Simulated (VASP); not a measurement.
# Si (P6_3/mmc) in VASP: settings compared

Si is run at these levels: LDA, PBE, PBEsol; tasks: single point.

Everything below comes from runs of VASP 6.6.1. Logs are shortened: lines on timing, memory, paths and dates and some standing lists are left out, and cuts for length are marked.

### 1 The cell of the first run

It takes space group P6_3/mmc (No. 194, hexagonal). Conventional cell: a = 3.802 Å, b = 3.802 Å, c = 6.288 Å, α = 90.00°, β = 90.00°, γ = 120.00°. Within 3.1 Å of Si (site symmetry 3m) lie 4 Si at 2.33 to 2.35 Å.

This isn't the form of Si at room conditions, which is diamond.

### 2 Single point, LDA

File INCAR:

```
SYSTEM = Si
ALGO = Normal
EDIFF = 1E-7
ENCUT = 520
ISIF = 2
ISMEAR = -1
LASPH = .True.
LCHARG = .False.
LREAL = .False.
LWAVE = .False.
NBANDS = 16
NELM = 100
PREC = Accurate
SIGMA = 0.02
```

File KPOINTS:

```
k-points
0
Gamma
  12 12 4
  0 0 0
```

File POSCAR:

```
Si
1.0
    3.8017354155      0.0000000000      0.0000000000
   -1.9008677077      3.2923994483      0.0000000000
    0.0000000000      0.0000000000      6.2879756068
Si
4
Direct
    0.3333333333      0.6666666667      0.0005250785
    0.6666666667      0.3333333333      0.5005250785
    0.3333333333      0.6666666667      0.3744749215
    0.6666666667      0.3333333333      0.8744749215
```

Potentials or basis: VASP PAW LDA potentials, release 64 (Si).

Started as:

```bash
cat potpaw_LDA.64/Si/POTCAR > POTCAR
mpirun -np 1 vasp_std > vasp.out
```

OUTCAR:

```text
SYSTEM = Si
   EDIFF = 1E-7
   ENCUT = 520
   ISIF = 2
   ISMEAR = -1
   LASPH = .True.
   LREAL = .False.
   NELM = 100
   PREC = Accurate

 ion  position               nearest neighbor table
   1  0.333  0.667  0.001-   4 2.33   4 2.33   4 2.33   3 2.35
   2  0.667  0.333  0.501-   3 2.33   3 2.33   3 2.33   4 2.35
   3  0.333  0.667  0.374-   2 2.33   2 2.33   2 2.33   1 2.35
   4  0.667  0.333  0.874-   1 2.33   1 2.33   1 2.33   2 2.35

  LATTYP: Found a hexagonal cell.
 ALAT       =     3.8017354155
 C/A-ratio  =     1.6539750718

  Lattice vectors:

 A1 = (   3.8017354155,   0.0000000000,   0.0000000000)
 A2 = (  -1.9008677077,   3.2923994483,   0.0000000000)
 A3 = (   0.0000000000,   0.0000000000,   6.2879756068)

Analysis of symmetry for initial positions (statically):
=====================================================================
 Subroutine PRICEL returns:
 Original cell was already a primitive cell.

 Routine SETGRP: Setting up the symmetry group for a
 hexagonal supercell.

 Subroutine GETGRP returns: Found 24 space group operations
 (whereof  6 operations were pure point group operations)
 out of a pool of 24 trial point group operations.

The static configuration has the point symmetry C_3v.
 The point group associated with its full space group is D_6h.

Analysis of symmetry for dynamics (positions and initial velocities):
=====================================================================
 Subroutine PRICEL returns:
 Original cell was already a primitive cell.

 Routine SETGRP: Setting up the symmetry group for a
 hexagonal supercell.

 Subroutine GETGRP returns: Found 24 space group operations
 (whereof  6 operations were pure point group operations)
 out of a pool of 24 trial point group operations.

The dynamic configuration has the point symmetry C_3v.
 The point group associated with its full space group is D_6h.

 Subroutine INISYM returns: Found 24 space group operations
 (whereof  6 operations are pure point group operations),
 and found     1 'primitive' translations

----------------------------------------------------------------------------------------

                                     Primitive cell

  volume of cell :      78.7055

  direct lattice vectors                    reciprocal lattice vectors
     3.801735416  0.000000000  0.000000000     0.263037768  0.151864926  0.000000000
    -1.900867708  3.292399448  0.000000000     0.000000000  0.303729853  0.000000000
     0.000000000  0.000000000  6.287975607     0.000000000  0.000000000  0.159033696

  length of vectors
     3.801735416  3.801735415  6.287975607     0.303729853  0.303729853  0.159033696

  position of ions in fractional coordinates (direct lattice)
     0.333333333  0.666666667  0.000525078
     0.666666667  0.333333333  0.500525078
     0.333333333  0.666666667  0.374474922
     0.666666667  0.333333333  0.874474922

  ion indices of the primitive-cell ions
   primitive index   ion index
                 1           1
                 2           2
                 3           3
                 4           4

----------------------------------------------------------------------------------------

 KPOINTS: k-points

Automatic generation of k-mesh.
 Grid dimensions read from file:
 generate k-points for:   12   12    4

 Generating k-lattice:

  Cartesian coordinates                     Fractional coordinates (reciprocal lattice)
     0.021919814  0.012655411  0.000000000     0.083333333 -0.000000000  0.000000000
     0.000000000  0.025310821  0.000000000     0.000000000  0.083333333  0.000000000
     0.000000000  0.000000000  0.039758424     0.000000000  0.000000000  0.250000000

  Length of vectors
     0.025310821  0.025310821  0.039758424

  Shift w.r.t. Gamma in fractional coordinates (k-lattice)
     0.000000000  0.000000000  0.000000000

 Subroutine IBZKPT returns following result:
 ===========================================

 Found     57 irreducible k-points:

 Following reciprocal coordinates:
            Coordinates               Weight
  0.000000  0.000000  0.000000      1.000000
  0.083333  0.000000  0.000000      6.000000
  0.166667  0.000000  0.000000      6.000000
  0.250000  0.000000  0.000000      6.000000
  0.333333  0.000000  0.000000      6.000000
  0.416667  0.000000  0.000000      6.000000
[... 16 lines left out ...]
  0.250000  0.000000  0.250000     12.000000
  0.333333  0.000000  0.250000     12.000000
 [... further k-points ...]
   k-points           NKPTS =     57   k-points in BZ     NKDIM =     57   number of bands    NBANDS=     16
   number of dos      NEDOS =    301   number of ions     NIONS =      4
   total plane-waves  NPLWV =  37632
   dimension x,y,z NGX =    28 NGY =   28 NGZ =   48
   dimension x,y,z NGXF=    56 NGYF=   56 NGZF=   96
   ions per type =               4
   NGX,Y,Z   is equivalent  to a cutoff of  12.24, 12.24, 12.69 a.u.
   NGXF,Y,Z  is equivalent  to a cutoff of  24.49, 24.49, 25.38 a.u.
 SYSTEM =  Si
   PREC   = accura    normal or accurate (medium, high low for compatibility)
   ISTART =      0    job   : 0-new  1-cont  2-samecut
   ICHARG =      2    charge: 1-file 2-atom 10-const
   ISPIN  =      1    spin polarized calculation?
   LNONCOLLINEAR =      F non collinear calculations
   LSORBIT =      F    spin-orbit coupling
   LASPH  =      T    aspherical Exc in radial PAW
   ENCUT  =  520.0 eV  38.22 Ry    6.18 a.u.   7.07  7.07 11.69*2*pi/ulx,y,z
   NELM   =    100;   NELMIN=  2; NELMDL= -5     # of ELM steps
   EDIFF  = 0.1E-06   stopping-criterion for ELM
   LREAL  =      F    real-space projection
   EDIFFG = 0.1E-05   stopping-criterion for IOM
   NSW    =      0    number of steps for IOM
   IBRION =     -1    ionic relax: 0-MD 1-quasi-New 2-CG
   NFREE  =      0    steps in history (QN), initial steepest desc. (CG)
   ISIF   =      2    stress and relaxation
   ISYM   =      2    0-nonsym 1-usesym 2-fastsym
   POTIM  = 0.5000    time-step for ionic-motion
   TEBEG  =    0.0;   TEEND  =   0.0 temperature during run
   PSTRESS=    0.0 pullay stress
   NELECT =      16.0000    total number of electrons
   NUPDOWN=      -1.0000    fix difference up-down
   EMIN   =  10.00;   EMAX   =-10.00  energy-range for DOS
   EFERMI =   0.00;   METHOD = LEGACY
   ISMEAR =    -1;   SIGMA  =   0.02  broadening in eV -4-tet -1-fermi 0-gaus
   EFERMI_NEDOS =   21; number of points for ismear=-14 and -15
   IALGO  =     38    algorithm
   IMIX   =      4    mixing-type and parameters
     AMIX     =   0.40;   BMIX     =  1.00
     AMIX_MAG =   1.60;   BMIX_MAG =  1.00
  volume/ion in A,a.u.               =      19.68       132.78
  Fermi-wavevector in a.u.,A,eV,Ry     =   0.962601  1.819053 12.607173  0.926601
  Thomas-Fermi vector in A             =   2.092074
   LORBIT       =      0    0 simple, 1 ext, 2 COOP (PROOUT), +10 PAW based schemes
   GGA     = CA    functional components
   LHFCALC =     F    Hartree Fock is set to
   AEXX    =    0.0000 exact exchange contribution
   IVDW    =     0    specifies the selected vdW correction
   LEPSILON=     F    determine dielectric tensor
   LRPA    =     F    only Hartree local field effects (RPA)
 non-spin polarized calculation
  energy-cutoff  :      520.00
  volume of cell :       78.71
 maximum number of plane-waves:      2138
   NGX = 15   NGY = 15   NGZ = 23

 number of electron      15.9999998 magnetization

 Free energy of the ion-electron system (eV)
  ---------------------------------------------------
  ext. energy  EPLUGINS =         0.00000000
  ---------------------------------------------------
  free energy    TOTEN  =       -23.80175098 eV

  energy without entropy =      -23.80174771  energy(sigma->0) =      -23.80174935

 E-fermi :   6.3417     XC(G=0):  -9.6673

 val. band max:        6.2118805817   @ k =   0.0000   0.0000   0.0000
 cond. band min:       6.4801683022   @ k =   0.5000   0.0000   0.0000
 fundamental gap:      0.2682877205
 Fermi energy:         6.3417498974

 k-point     1 :       0.0000    0.0000    0.0000
  band No.  band energies     occupation
      1      -6.1437      2.00000
      2      -3.8019      2.00000
      3      -1.1433      2.00000
      4       4.6665      2.00000
      5       4.6665      2.00000
      6       5.8441      2.00000
[... 8 lines left out ...]
     15      10.3666      0.00000
     16      12.1026      0.00000

 k-point     2 :       0.0833    0.0000    0.0000
  band No.  band energies     occupation
      1      -6.0612      2.00000
      2      -3.7180      2.00000
      3      -1.0958      2.00000
      4       3.9577      2.00000
      5       4.4907      2.00000
      6       5.5888      2.00000
[... 8 lines left out ...]
     15      10.6833      0.00000
     16      11.5628      0.00000

 k-point     3 :       0.1667    0.0000    0.0000
  band No.  band energies     occupation
      1      -5.8157      2.00000
      2      -3.4680      2.00000
      3      -0.9793      2.00000
      4       2.7398      2.00000
      5       4.1030      2.00000
      6       4.3533      2.00000
[... 8 lines left out ...]
     15      11.5157      0.00000
     16      11.8175      0.00000

 k-point     4 :       0.2500    0.0000    0.0000
  band No.  band energies     occupation
      1      -5.4148      2.00000
      2      -3.0581      2.00000
      3      -0.9166      2.00000
      4       1.6683      2.00000
      5       3.0282      2.00000
      6       3.6967      2.00000
[... 8 lines left out ...]
     15      12.2135      0.00000
     16      12.6797      0.00000
[... 324 lines left out ...]
 k-point    22 :       0.1667    0.0000    0.2500
  band No.  band energies     occupation
      1      -5.6116      2.00000
      2      -4.1181      2.00000
      3       0.0121      2.00000
      4       2.9583      2.00000
      5       3.5184      2.00000
      6       4.2669      2.00000
[... 8 lines left out ...]
     15      11.4687      0.00000
     16      12.1843      0.00000

 k-point    23 :       0.2500    0.0000    0.2500
  band No.  band energies     occupation
      1      -5.2121      2.00000
      2      -3.7234      2.00000
      3      -0.0489      2.00000
      4       2.0179      2.00000
      5       2.3714      2.00000
      6       3.8633      2.00000
[... 8 lines left out ...]
     15      12.1189      0.00000
     16      12.5007      0.00000

 k-point    24 :       0.3333    0.0000    0.2500
  band No.  band energies     occupation
      1      -4.6784      2.00000
      2      -3.2068      2.00000
      3      -0.6036      2.00000
      4       1.1685      2.00000
      5       1.8022      2.00000
      6       3.5380      2.00000
[... 8 lines left out ...]
     15      13.1929      0.00000
     16      13.5256      0.00000

 [... further k-points ...]

------------------------ aborting loop because EDIFF is reached ----------------------------------------

  FORCE on cell =-STRESS in cart. coord.  units (eV):
  Direction    XX          YY          ZZ          XY          YZ          ZX
  --------------------------------------------------------------------------------------
  -------------------------------------------------------------------------------------
  Total        0.0414511      0.0414511      0.0368358      0.0000000      0.0000000      0.0000000
  in kB        0.8438034      0.8438034      0.7498522      0.0000000      0.0000000      0.0000000
  external PRESSURE =       0.8124863 kB  Pullay stress =       0.0000000 kB

 VOLUME and BASIS-vectors are now :
 -----------------------------------------------------------------------------
  energy-cutoff  :      520.00
  volume of cell :       78.71
      direct lattice vectors                 reciprocal lattice vectors
     3.801735416  0.000000000  0.000000000     0.263037768  0.151864926  0.000000000
    -1.900867708  3.292399448  0.000000000     0.000000000  0.303729853  0.000000000
     0.000000000  0.000000000  6.287975607     0.000000000  0.000000000  0.159033696

 POSITION                                       TOTAL-FORCE (eV/Angst)
 -----------------------------------------------------------------------------------
     -0.00000      2.19493      0.00330         0.000000      0.000000      0.000342
      1.90087      1.09747      3.14729        -0.000000     -0.000000      0.000342
     -0.00000      2.19493      2.35469        -0.000000      0.000000     -0.000342
      1.90087      1.09747      5.49868         0.000000     -0.000000     -0.000342
 -----------------------------------------------------------------------------------
    total drift:                               -0.000000      0.000000     -0.000000

  FREE ENERGIE OF THE ION-ELECTRON SYSTEM (eV)
  ---------------------------------------------------
  free  energy   TOTEN  =       -23.8017509765 eV

  energy  without entropy=      -23.8017477142  energy(sigma->0) =      -23.80174935
```

Run time: 25 s. Hardware: 1 thread of Intel Xeon 6975P-C (Granite Rapids), shared host; peak memory 0.18 GiB.

What came out:

```yaml
Free_energy: -23.8018 eV
Pressure: 0.1 GPa
Band_gap_on_the_k_mesh: 0.27 eV (least direct gap 1.00 eV)
```

A k mesh can miss the band edges.

### 3 Single point, PBE

This run uses another cell than the first one, of 20.16 Å³/atom.

File INCAR:

```
SYSTEM = Si
PREC = Accurate ; ENCUT = 520
EDIFF = 1E-7 ; ISMEAR = -1
SIGMA = 0.02 ; LREAL = .False.
LASPH = .True. ; NELM = 60
ALGO = Normal ; ISIF = 2
LWAVE = .False. ; LCHARG = .True.
GGA = PE ; LELF = .True.
LVHAR = .True. ; NBANDS = 16
```

File KPOINTS:

```
regular mesh
0
Gamma
  12 12 4
  0 0 0
```

File POSCAR:

```
Si
1.0
    3.8321296575      0.0000000000      0.0000000000
   -1.9160648287      3.3187216340      0.0000000000
    0.0000000000      0.0000000000      6.3412164314
Si
4
Direct
    0.3333333333      0.6666666667      0.0005609359
    0.6666666667      0.3333333333      0.5005609359
    0.3333333333      0.6666666667      0.3744390641
    0.6666666667      0.3333333333      0.8744390641
```

Potentials or basis: VASP PAW PBE potentials, release 64 (Si).

Started as:

```bash
cat potpaw_PBE.64/Si/POTCAR > POTCAR
mpirun -np 1 vasp_std > vasp.out
```

It took 32 s on 1 thread of Intel Xeon 6975P-C (Granite Rapids), shared host; peak memory 0.21 GiB.

It converged, with:

| Property | Result |
| --- | --- |
| Free energy | -21.6525 eV |
| Pressure | 1.2 GPa |
| Largest force | 0.003 eV/Å |
| Band gap on the k mesh | 0.43 eV (least direct gap 1.04 eV) |

Forces on the atoms (eV/Å):
```
Si   0.000  0.000 -0.003
Si   0.000  0.000 -0.003
Si   0.000  0.000  0.003
Si   0.000  0.000  0.003
```

Stress tensor (GPa, compression positive):
```
1.24 0.00 0.00
0.00 1.24 0.00
0.00 0.00 1.05
```

Levels at points of the mesh, in eV from the valence-band top:
| k point | band 4 | band 5 | band 6 | band 7 | band 8 | band 9 | band 10 | band 11 | band 12 | band 13 |
| --- | --- | --- | --- | --- | --- | --- | --- | --- | --- | --- |
| (0.00, 0.00, 0.00) | -1.51 | -1.51 | -0.36 | 0.00 | 0.00 | 1.04 | 2.01 | 2.01 | 2.32 | 3.50 |
| (0.50, 0.00, 0.00) | -5.97 | -4.65 | -3.04 | -2.98 | -1.44 | 0.43 | 2.34 | 2.99 | 3.12 | 4.40 |
| (0.00, 0.00, 0.50) | -4.24 | -0.92 | -0.92 | -0.92 | -0.92 | 1.81 | 1.81 | 2.98 | 2.98 | 2.98 |
| (0.50, 0.00, 0.50) | -7.25 | -2.45 | -2.45 | -2.41 | -2.41 | 0.92 | 0.92 | 1.67 | 1.67 | 5.62 |

A k mesh can miss the band edges.

### 4 Single point, LDA

This run uses another cell than the first one, of 20.16 Å³/atom.

File INCAR:

```
PREC = Accurate
ENCUT = 520
EDIFF = 1E-6
ISMEAR = 0
SIGMA = 0.01
LREAL = F
LASPH = T
NELM = 80
ALGO = Normal
ISIF = 2
LWAVE = F
LCHARG = F
GGA = CA
NBANDS = 16
```

File KPOINTS:

```
Automatic mesh
0
Gamma
  12 12 4
```

POSCAR is that of step 3.

Potentials or basis: VASP PAW LDA potentials, release 64 (Si).

Started as:

```bash
cat potpaw_LDA.64/Si/POTCAR > POTCAR
mpirun -np 1 vasp_std > vasp.out
```

Wall time 25 s (1 thread of Intel Xeon 6975P-C (Granite Rapids), shared host); peak memory 0.18 GiB.

Results (log left out):

- Free energy: -23.7890 eV
- Pressure: -2.2 GPa
- Largest force: 0.011 eV/Å
- Band gap on the k mesh: 0.32 eV (least direct gap 0.93 eV)

Forces on the atoms (eV/Å):
```
Si   0.000  0.000 -0.011
Si   0.000  0.000 -0.011
Si   0.000  0.000  0.011
Si   0.000  0.000  0.011
```

Stress tensor (GPa, compression positive):
```
-2.13  0.00  0.00
 0.00 -2.13  0.00
 0.00  0.00 -2.24
```

Levels at points of the mesh, in eV from the valence-band top:
| k point | band 4 | band 5 | band 6 | band 7 | band 8 | band 9 | band 10 | band 11 | band 12 | band 13 |
| --- | --- | --- | --- | --- | --- | --- | --- | --- | --- | --- |
| (0.00, 0.00, 0.00) | -1.51 | -1.51 | -0.36 | 0.00 | 0.00 | 0.93 | 1.97 | 1.97 | 2.26 | 3.36 |
| (0.50, 0.00, 0.00) | -5.98 | -4.67 | -3.04 | -3.01 | -1.43 | 0.32 | 2.26 | 2.89 | 3.07 | 4.33 |
| (0.00, 0.00, 0.50) | -4.25 | -0.92 | -0.92 | -0.92 | -0.92 | 1.71 | 1.71 | 2.94 | 2.94 | 2.94 |
| (0.50, 0.00, 0.50) | -7.26 | -2.46 | -2.46 | -2.41 | -2.41 | 0.80 | 0.80 | 1.59 | 1.59 | 5.57 |

(Continued in part 2 of 2.)
